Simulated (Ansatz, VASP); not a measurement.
## HCl: VASP beside Ansatz

```
CELL_PARAMETERS angstrom
7.41686 0.00000 0.00000
0.00000 7.41686 0.00000
0.00000 0.00000 7.41686
ATOMIC_POSITIONS crystal
Cl 0.59330 0.33423 0.60793
Cl 0.40539 0.18129 0.98474
Cl 0.63151 0.57167 0.21214
Cl 0.95446 0.64724 0.58073
Cl 0.04695 0.49919 0.00308
Cl 0.48045 0.78408 0.73891
Cl 0.77079 0.06571 0.27474
Cl 0.17494 0.26541 0.43224
Cl 0.95639 0.02843 0.82513
Cl 0.23514 0.82817 0.24378
H 0.61981 0.43688 0.46365
H 0.35024 0.05228 0.09311
H 0.49596 0.67963 0.25207
H 0.04109 0.50344 0.52120
H 0.99805 0.56243 0.84320
H 0.45136 0.94704 0.80291
H 0.83810 0.05083 0.11234
H 0.33517 0.30003 0.50290
H 0.09478 0.12569 0.87387
H 0.17159 0.70803 0.12238
```

Alike in both runs: functional PBE; dispersion D3(BJ); k mesh 1 × 1 × 1; occupations fermi-dirac, width 0.05 eV; no spin polarisation.

Ansatz relaxed the structure, and its values are those at the end. VASP's run is a single point on that final structure, the one shown.

|  | VASP | Ansatz |
| --- | --- | --- |
| version | VASP 6.6.1 | Ansatz 0.2.0 |
| potentials or method | VASP PAW PBE potentials, release 64 (Cl, H_h), cutoff 1000 eV | scalar-relativistic, plane waves, PAW |
| valence electrons in the cell | 80 | 80 |

Ansatz gave:

| Quantity | Value |
| --- | --- |
| rms of the force components (eV/Å) | 0.106 |

Estimate VASP's values.

rms of the force components (eV/Å): 0.151.
